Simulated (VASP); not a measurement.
# Re (I4/mmm) in VASP: further runs, part 2 of 3

VASP 6.6.1. Earlier steps stand in the parts before.

## 4. Single point, PBEsol (strain -0.030 along x and y, +0.030 along z)

INCAR reads:

```
PREC = Accurate
ENCUT = 520
EDIFF = 1E-6
ISMEAR = 0
SIGMA = 0.15
LREAL = F
LASPH = T
NELM = 80
ALGO = Normal
ISIF = 2
LWAVE = F
LCHARG = F
GGA = PS
NBANDS = 10
```

KPOINTS reads:

```
Automatic mesh
0
Gamma
  20 20 20
```

POSCAR reads:

```
Re
1.0
    0.0000000000      1.9157500000      2.0342500000
    1.9157500000      0.0000000000      2.0342500000
    1.9157500000      1.9157500000      0.0000000000
Re
1
Direct
    0.0000000000      0.0000000000      0.0000000000
```

Potentials or basis: VASP PAW PBE potentials, release 64 (Re).

Command:

```console
$ cat potpaw_PBE.64/Re/POTCAR > POTCAR
$ mpirun -np 1 vasp_std > vasp.out
```

OUTCAR:

```text
PREC = Accurate
   ENCUT = 520
   EDIFF = 1E-6
   ISMEAR = 0
   LREAL = F
   LASPH = T
   NELM = 80
   ISIF = 2
   GGA = PS

 ion  position               nearest neighbor table
   1  0.000  0.000  0.000-

  LATTYP: Found a body centered tetragonal cell.
 ALAT       =     2.7092796321
 C/A-ratio  =     1.5016906899

  Lattice vectors:

 A1 = (  -1.9157500000,   0.0000000000,   2.0342500000)
 A2 = (   1.9157500000,   0.0000000000,   2.0342500000)
 A3 = (   0.0000000000,   1.9157500000,  -2.0342500000)

Analysis of symmetry for initial positions (statically):
=====================================================================
 Subroutine PRICEL returns:
 Original cell was already a primitive cell.

 Routine SETGRP: Setting up the symmetry group for a
 body centered tetragonal supercell.

 Subroutine GETGRP returns: Found 16 space group operations
 (whereof 16 operations were pure point group operations)
 out of a pool of 16 trial point group operations.

The static configuration has the point symmetry D_4h.

Analysis of symmetry for dynamics (positions and initial velocities):
=====================================================================
 Subroutine PRICEL returns:
 Original cell was already a primitive cell.

 Routine SETGRP: Setting up the symmetry group for a
 body centered tetragonal supercell.

 Subroutine GETGRP returns: Found 16 space group operations
 (whereof 16 operations were pure point group operations)
 out of a pool of 16 trial point group operations.

The dynamic configuration has the point symmetry D_4h.

 Subroutine INISYM returns: Found 16 space group operations
 (whereof 16 operations are pure point group operations),
 and found     1 'primitive' translations

----------------------------------------------------------------------------------------

                                     Primitive cell

  volume of cell :      14.9318

  direct lattice vectors                    reciprocal lattice vectors
     0.000000000  1.915750000  2.034250000    -0.260994389  0.260994389  0.245790832
     1.915750000  0.000000000  2.034250000     0.260994389 -0.260994389  0.245790832
     1.915750000  1.915750000  0.000000000     0.260994389  0.260994389 -0.245790832

  length of vectors
     2.794328385  2.794328385  2.709279632     0.443451547  0.443451547  0.443451547

  position of ions in fractional coordinates (direct lattice)
     0.000000000  0.000000000  0.000000000

  ion indices of the primitive-cell ions
   primitive index   ion index
                 1           1

----------------------------------------------------------------------------------------

 KPOINTS: Automatic mesh

Automatic generation of k-mesh.
 Grid dimensions read from file:
 generate k-points for:   20   20   20

 Generating k-lattice:

  Cartesian coordinates                     Fractional coordinates (reciprocal lattice)
    -0.013049719  0.013049719  0.012289542     0.050000000  0.000000000  0.000000000
     0.013049719 -0.013049719  0.012289542     0.000000000  0.050000000  0.000000000
     0.013049719  0.013049719 -0.012289542    -0.000000000 -0.000000000  0.050000000

  Length of vectors
     0.022172577  0.022172577  0.022172577

  Shift w.r.t. Gamma in fractional coordinates (k-lattice)
     0.000000000  0.000000000  0.000000000

 Subroutine IBZKPT returns following result:
 ===========================================

 Found    641 irreducible k-points:

 Following reciprocal coordinates:
            Coordinates               Weight
  0.000000  0.000000  0.000000      1.000000
  0.050000  0.000000  0.000000      8.000000
  0.100000  0.000000  0.000000      8.000000
  0.150000  0.000000  0.000000      8.000000
  0.200000  0.000000  0.000000      8.000000
  0.250000  0.000000  0.000000      8.000000
[... 16 lines left out ...]
 -0.400000  0.050000  0.000000      8.000000
 -0.350000  0.050000  0.000000      8.000000
 [... further k-points ...]
   k-points           NKPTS =    641   k-points in BZ     NKDIM =    641   number of bands    NBANDS=     10
   number of dos      NEDOS =    301   number of ions     NIONS =      1
   total plane-waves  NPLWV =  11520
   dimension x,y,z NGX =    24 NGY =   24 NGZ =   20
   dimension x,y,z NGXF=    48 NGYF=   48 NGZF=   40
   ions per type =               1
   NGX,Y,Z   is equivalent  to a cutoff of  14.28, 14.28, 12.27 a.u.
   NGXF,Y,Z  is equivalent  to a cutoff of  28.56, 28.56, 24.54 a.u.
 SYSTEM =  unknown system
   PREC   = accura    normal or accurate (medium, high low for compatibility)
   ISTART =      0    job   : 0-new  1-cont  2-samecut
   ICHARG =      2    charge: 1-file 2-atom 10-const
   ISPIN  =      1    spin polarized calculation?
   LNONCOLLINEAR =      F non collinear calculations
   LSORBIT =      F    spin-orbit coupling
   LASPH  =      T    aspherical Exc in radial PAW
   ENCUT  =  520.0 eV  38.22 Ry    6.18 a.u.   5.20  5.20  5.04*2*pi/ulx,y,z
   NELM   =     80;   NELMIN=  2; NELMDL= -5     # of ELM steps
   EDIFF  = 0.1E-05   stopping-criterion for ELM
   LREAL  =      F    real-space projection
   EDIFFG = 0.1E-04   stopping-criterion for IOM
   NSW    =      0    number of steps for IOM
   IBRION =     -1    ionic relax: 0-MD 1-quasi-New 2-CG
   NFREE  =      0    steps in history (QN), initial steepest desc. (CG)
   ISIF   =      2    stress and relaxation
   ISYM   =      2    0-nonsym 1-usesym 2-fastsym
   POTIM  = 0.5000    time-step for ionic-motion
   TEBEG  =    0.0;   TEEND  =   0.0 temperature during run
   PSTRESS=    0.0 pullay stress
   NELECT =       7.0000    total number of electrons
   NUPDOWN=      -1.0000    fix difference up-down
   EMIN   =  10.00;   EMAX   =-10.00  energy-range for DOS
   EFERMI =   0.00;   METHOD = LEGACY
   ISMEAR =     0;   SIGMA  =   0.15  broadening in eV -4-tet -1-fermi 0-gaus
   EFERMI_NEDOS =   21; number of points for ismear=-14 and -15
   IALGO  =     38    algorithm
   IMIX   =      4    mixing-type and parameters
     AMIX     =   0.40;   BMIX     =  1.00
     AMIX_MAG =   1.60;   BMIX_MAG =  1.00
  volume/ion in A,a.u.               =      14.93       100.76
  Fermi-wavevector in a.u.,A,eV,Ry     =   1.271755  2.403269 22.005536  1.617361
  Thomas-Fermi vector in A             =   2.404671
   LORBIT       =      0    0 simple, 1 ext, 2 COOP (PROOUT), +10 PAW based schemes
   GGA     = PS    functional components
   LHFCALC =     F    Hartree Fock is set to
   AEXX    =    0.0000 exact exchange contribution
   IVDW    =     0    specifies the selected vdW correction
   LEPSILON=     F    determine dielectric tensor
   LRPA    =     F    only Hartree local field effects (RPA)
 non-spin polarized calculation
 Gauss-broadening in eV      SIGMA  =   0.15
  energy-cutoff  :      520.00
  volume of cell :       14.93
 maximum number of plane-waves:       415
 NGX is ok and might be reduce to    24
   NGX = 11   NGY = 11   NGZ =  9

 number of electron       7.0000000 magnetization

 Free energy of the ion-electron system (eV)
  ---------------------------------------------------
  ext. energy  EPLUGINS =         0.00000000
  ---------------------------------------------------
  free energy    TOTEN  =       -13.26507337 eV

  energy without entropy =      -13.25523169  energy(sigma->0) =      -13.26015253

 E-fermi :   7.8298     XC(G=0): -13.7392

 val. band max:        7.8241593315   @ k =   0.2500   0.0500   0.1500
 cond. band min:       7.8305727704   @ k =  -0.4500   0.0500   0.4000
 fundamental gap:      0.0064134389
 Fermi energy:         7.8298006694

 k-point     1 :       0.0000    0.0000    0.0000
  band No.  band energies     occupation
      1      -2.2548      2.00000
      2       5.3616      2.00000
      3       6.2473      2.00000
      4       6.2473      2.00000
      5       8.3891      0.00000
      6       9.6328      0.00000
      7      21.8048      0.00000
      8      26.0076      0.00000
      9      27.9838      0.00000
     10      27.9838      0.00000
[... 287 lines left out ...]
 k-point    24 :      -0.3500    0.0500    0.0000
  band No.  band energies     occupation
      1       1.0431      2.00000
      2       5.4851      2.00000
      3       6.1592      2.00000
      4       6.4869      2.00000
      5      10.1532      0.00000
      6      11.2147      0.00000
      7      19.4285      0.00000
      8      23.0064      0.00000
      9      28.7610      0.00000
     10      30.8333      0.00000

 [... further k-points ...]

------------------------ aborting loop because EDIFF is reached ----------------------------------------

  FORCE on cell =-STRESS in cart. coord.  units (eV):
  Direction    XX          YY          ZZ          XY          YZ          ZX
  --------------------------------------------------------------------------------------
  -------------------------------------------------------------------------------------
  Total       -0.1682192     -0.1682192     -1.8783747      0.0000000      0.0000000      0.0000000
  in kB      -18.0498762    -18.0498762   -201.5490772      0.0000000      0.0000000      0.0000000
  external PRESSURE =     -79.2162765 kB  Pullay stress =       0.0000000 kB

 VOLUME and BASIS-vectors are now :
 -----------------------------------------------------------------------------
  energy-cutoff  :      520.00
  volume of cell :       14.93
      direct lattice vectors                 reciprocal lattice vectors
     0.000000000  1.915750000  2.034250000    -0.260994389  0.260994389  0.245790832
     1.915750000  0.000000000  2.034250000     0.260994389 -0.260994389  0.245790832
     1.915750000  1.915750000  0.000000000     0.260994389  0.260994389 -0.245790832

 POSITION                                       TOTAL-FORCE (eV/Angst)
 -----------------------------------------------------------------------------------
      0.00000      0.00000      0.00000        -0.000000      0.000000      0.000000
 -----------------------------------------------------------------------------------
    total drift:                                0.000000      0.000000     -0.000000

  FREE ENERGIE OF THE ION-ELECTRON SYSTEM (eV)
  ---------------------------------------------------
  free  energy   TOTEN  =       -13.2650733722 eV

  energy  without entropy=      -13.2552316894  energy(sigma->0) =      -13.26015253
```

OSZICAR:

```text
N       E                     dE             d eps       ncg     rms          rms(c)
DAV:   1     0.455941754259E+01    0.45594E+01   -0.34178E+03 20194   0.770E+02
DAV:   2    -0.136096767936E+02   -0.18169E+02   -0.16803E+02 19624   0.164E+02
DAV:   3    -0.140345559468E+02   -0.42488E+00   -0.41092E+00 21080   0.422E+01
DAV:   4    -0.140368289431E+02   -0.22730E-02   -0.22701E-02 20810   0.156E+00
DAV:   5    -0.140368336684E+02   -0.47253E-05   -0.47250E-05 18684   0.318E-02    0.305E+01
DAV:   6    -0.134623370148E+02    0.57450E+00   -0.49759E-01 20276   0.182E+01    0.123E+01
DAV:   7    -0.132719801826E+02    0.19036E+00   -0.35730E-01 20422   0.147E+01    0.689E-01
DAV:   8    -0.132654133163E+02    0.65669E-02   -0.36315E-03 19166   0.508E-01    0.149E-01
DAV:   9    -0.132650699075E+02    0.34341E-03   -0.22845E-04 18870   0.109E-01    0.254E-02
DAV:  10    -0.132650732875E+02   -0.33800E-05   -0.16691E-05 16986   0.373E-02    0.391E-03
DAV:  11    -0.132650733722E+02   -0.84631E-07   -0.22904E-07 11646   0.100E-02
   1 F= -.13265073E+02 E0= -.13260153E+02  d E =-.984168E-02
```

Wall time 28 s (1 thread of Intel Xeon 6975P-C (Granite Rapids), shared host); peak memory 0.22 GiB.

Results:

```yaml
Free_energy: -13.2651 eV
Pressure: -7.9 GPa
Band_gap_on_the_k_mesh: zero (an odd number of electrons rules out a gap without spin polarisation)
```

Stress tensor (GPa, compression positive):
```
 -1.80   0.00   0.00
  0.00  -1.80   0.00
  0.00   0.00 -20.15
```

Levels at points of the mesh, in eV from the Fermi level:
```csv
k point,band 1,band 2,band 3,band 4,band 5,band 6,band 7,band 8
"(0.00, 0.00, 0.00)",-10.08,-2.47,-1.58,-1.58,0.56,1.80,13.97,18.18
"(0.50, 0.00, 0.00)",-6.81,-2.55,-1.65,0.18,3.48,3.94,9.76,13.34
"(0.50, 0.50, 0.00)",-6.79,-5.81,1.91,3.76,4.40,4.40,11.71,12.83
"(0.50, 0.00, 0.50)",-6.73,-5.88,3.14,3.55,3.96,4.95,11.40,12.26
```

Caveat: the cell differs from its parent crystal (strain -0.030 along x and y, +0.030 along z); the cell stands under tension; the PAW data sets were made with another functional, which shifts forces and pressure a little; spin-orbit coupling is left out, which moves the levels of the heavy elements.

## 5. Single point, PBEsol (strain -0.015 along x and y, +0.000 along z)

INCAR reads:

```
ALGO = Normal
EDIFF = 1E-6
ENCUT = 520
GGA = PS
ISIF = 2
ISMEAR = 0
LASPH = True
LCHARG = False
LREAL = False
LWAVE = False
NBANDS = 10
NELM = 80
PREC = Accurate
SIGMA = 0.15
```

KPOINTS reads:

```
k-points
0
Gamma
  20 20 20
```

POSCAR reads:

```
Re
1.0
    0.0000000000      1.9453750000      1.9750000000
    1.9453750000      0.0000000000      1.9750000000
    1.9453750000      1.9453750000      0.0000000000
Re
1
Direct
    0.0000000000      0.0000000000      0.0000000000
```

Potentials or basis: VASP PAW PBE potentials, release 64 (Re).

Command:

```console
$ cat potpaw_PBE.64/Re/POTCAR > POTCAR
$ mpirun -np 1 vasp_std > vasp.out
```

OUTCAR:

```text
EDIFF = 1E-6
   ENCUT = 520
   GGA = PS
   ISIF = 2
   ISMEAR = 0
   LASPH = True
   LREAL = False
   NELM = 80
   PREC = Accurate

 ion  position               nearest neighbor table
   1  0.000  0.000  0.000-

  LATTYP: Found a body centered tetragonal cell.
 ALAT       =     2.7511757089
 C/A-ratio  =     1.4357498095

  Lattice vectors:

 A1 = (  -1.9453750000,   0.0000000000,   1.9750000000)
 A2 = (   1.9453750000,   0.0000000000,   1.9750000000)
 A3 = (   0.0000000000,   1.9453750000,  -1.9750000000)

Analysis of symmetry for initial positions (statically):
=====================================================================
 Subroutine PRICEL returns:
 Original cell was already a primitive cell.

 Routine SETGRP: Setting up the symmetry group for a
 body centered tetragonal supercell.

 Subroutine GETGRP returns: Found 16 space group operations
 (whereof 16 operations were pure point group operations)
 out of a pool of 16 trial point group operations.

The static configuration has the point symmetry D_4h.

Analysis of symmetry for dynamics (positions and initial velocities):
=====================================================================
 Subroutine PRICEL returns:
[... 167 lines left out ...]
      3       5.9881      2.00000
      4       5.9881      2.00000
      5       8.8736      0.00000
      6       9.1750      0.00000
      7      21.7312      0.00000
      8      26.9282      0.00000
      9      27.4402      0.00000
     10      27.4402      0.00000
[... 287 lines left out ...]
 k-point    24 :      -0.3500    0.0500    0.0000
  band No.  band energies     occupation
      1       1.0245      2.00000
      2       5.7912      2.00000
      3       6.1285      2.00000
      4       6.1387      2.00000
      5      10.1706      0.00000
      6      11.1077      0.00000
      7      19.4357      0.00000
      8      23.0336      0.00000
      9      28.8597      0.00000
     10      30.6062      0.00000

 [... further k-points ...]

------------------------ aborting loop because EDIFF is reached ----------------------------------------

  FORCE on cell =-STRESS in cart. coord.  units (eV):
  Direction    XX          YY          ZZ          XY          YZ          ZX
  --------------------------------------------------------------------------------------
  -------------------------------------------------------------------------------------
  Total       -0.6884983     -0.6884983     -1.1047595      0.0000000     -0.0000000      0.0000000
  in kB      -73.7920743    -73.7920743   -118.4062400      0.0000000     -0.0000000      0.0000000
  external PRESSURE =     -88.6634628 kB  Pullay stress =       0.0000000 kB

 VOLUME and BASIS-vectors are now :
 -----------------------------------------------------------------------------
  energy-cutoff  :      520.00
  volume of cell :       14.95
      direct lattice vectors                 reciprocal lattice vectors
     0.000000000  1.945375000  1.975000000    -0.257019855  0.257019855  0.253164557
     1.945375000  0.000000000  1.975000000     0.257019855 -0.257019855  0.253164557
     1.945375000  1.945375000  0.000000000     0.257019855  0.257019855 -0.253164557

 POSITION                                       TOTAL-FORCE (eV/Angst)
 -----------------------------------------------------------------------------------
      0.00000      0.00000      0.00000        -0.000000      0.000000      0.000000
 -----------------------------------------------------------------------------------
    total drift:                                0.000000      0.000000     -0.000000

  FREE ENERGIE OF THE ION-ELECTRON SYSTEM (eV)
  ---------------------------------------------------
  free  energy   TOTEN  =       -13.2957615441 eV

  energy  without entropy=      -13.2860506493  energy(sigma->0) =      -13.29090610
```

OSZICAR:

```text
N       E                     dE             d eps       ncg     rms          rms(c)
DAV:   1     0.422460181781E+01    0.42246E+01   -0.34302E+03 20172   0.780E+02
DAV:   2    -0.136931773740E+02   -0.17918E+02   -0.16622E+02 19698   0.163E+02
DAV:   3    -0.140712495580E+02   -0.37807E+00   -0.36693E+00 21162   0.401E+01
DAV:   4    -0.140734490088E+02   -0.21995E-02   -0.21977E-02 20948   0.153E+00
DAV:   5    -0.140734536910E+02   -0.46822E-05   -0.46813E-05 18806   0.322E-02    0.305E+01
DAV:   6    -0.134943056770E+02    0.57915E+00   -0.50142E-01 20228   0.183E+01    0.122E+01
DAV:   7    -0.133024948285E+02    0.19181E+00   -0.36109E-01 20416   0.148E+01    0.723E-01
DAV:   8    -0.132961866450E+02    0.63082E-02   -0.32918E-03 19134   0.461E-01    0.142E-01
DAV:   9    -0.132957573995E+02    0.42925E-03   -0.29246E-04 18844   0.132E-01    0.258E-02
DAV:  10    -0.132957614378E+02   -0.40384E-05   -0.17592E-05 16932   0.411E-02    0.366E-03
DAV:  11    -0.132957615441E+02   -0.10629E-06   -0.22538E-07 11526   0.947E-03
   1 F= -.13295762E+02 E0= -.13290906E+02  d E =-.971089E-02
```

Run time: 27 s. Hardware: 1 thread of Intel Xeon 6975P-C (Granite Rapids), shared host; peak memory 0.22 GiB.

Results:

```
Free energy            : -13.2958 eV
Pressure               : -8.9 GPa
Band gap on the k mesh : zero (an odd number of electrons rules out a gap without spin polarisation)
```

Stress tensor (GPa, compression positive):
```
 -7.38   0.00   0.00
  0.00  -7.38   0.00
  0.00   0.00 -11.84
```

Caveat: the cell differs from its parent crystal (strain -0.015 along x and y, +0.000 along z); the cell stands under tension; the PAW data sets were made with another functional, which shifts forces and pressure a little; spin-orbit coupling is left out, which moves the levels of the heavy elements.

[end of part 2 of 3]
